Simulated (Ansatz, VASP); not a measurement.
## Hg2S in VASP and in Ansatz

```
Hg S
1.0
     0.00000    4.94231    4.94231
     4.94231    0.00000    4.94231
     4.94231    4.94231    0.00000
Hg S
4 2
Direct
  0.14623 0.14623 0.14623
  0.14623 0.14623 0.56130
  0.14623 0.56130 0.14623
  0.56130 0.14623 0.14623
  0.50000 0.50000 0.50000
  0.00000 0.00000 0.00000
```

Alike in both runs: functional PBE; k mesh 4 × 4 × 4; occupations gaussian, width 0.1 eV; no spin polarisation.

Ansatz relaxed the structure, and its values are those at the end. VASP's run is a single point on that final structure, the one shown.

```csv
,VASP,Ansatz
version,VASP 6.6.1,Ansatz 0.2.0
potentials or method,"VASP PAW PBE potentials, release 64 (Hg, S), cutoff 520 eV","scalar-relativistic, plane waves, PAW"
valence electrons in the cell,60,92
```

VASP gave:

| Property | Result |
| --- | --- |
| gap on the k mesh at the Fermi level (eV) | none |
| pressure (GPa) | 0.3 |
| rms of the force components (eV/Å) | 0.012 |

Q: Estimate Ansatz's values.

A: gap on the k mesh at the Fermi level (eV): none; pressure (GPa): 0.1; rms of the force components (eV/Å): 0.001.

A gap of «none» marks a metal or a gap that the smearing closes. With one functional, cell and mesh, what is left measures potentials, basis and numerics. VASP's potentials hold 60 valence electrons a cell and Ansatz's 92, so a difference there can come from the potentials and not from the codes.

Spin-orbit coupling is off throughout.
